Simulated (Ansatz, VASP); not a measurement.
PbS in VASP and in Ansatz

```xyz
2
Lattice="0.0498 3.0370 3.0370 3.0370 0.0498 3.0370 3.0370 3.0370 0.0498" Properties=species:S:1:pos:R:3 pbc="T T T"
Pb    0.0000    0.0000    0.0000
S     3.0619    3.0619    3.0619
```

Change from the starting cell: shear_111 strain +2.5%.

Alike in both runs: task single point; functional r2SCAN; k mesh 8 × 8 × 8; no spin polarisation.

```csv
,VASP,Ansatz
version,VASP 6.6.1,Ansatz 0.2.0
potentials or method,"VASP PAW PBE potentials, release 64 (Pb_d, S)","plane waves, PAW"
plane-wave cutoff (eV),520,500
occupations,"gaussian, width 0.01 eV",fixed
valence electrons in the cell,20,20
```

|  | VASP | Ansatz | Ansatz less VASP |
| --- | --- | --- | --- |
| gap on the k mesh at the Fermi level (eV) | 0.64 | 0.63 | -0.009 |
| pressure (GPa) | -1.4 | -1.4 | +0.02 |
| traceless stress, the component that is largest in VASP (GPa) | -0.36 | -0.36 | +0.001 |

VASP's potentials were made for PBE, not for r2SCAN.

Neither program's run includes spin-orbit coupling.
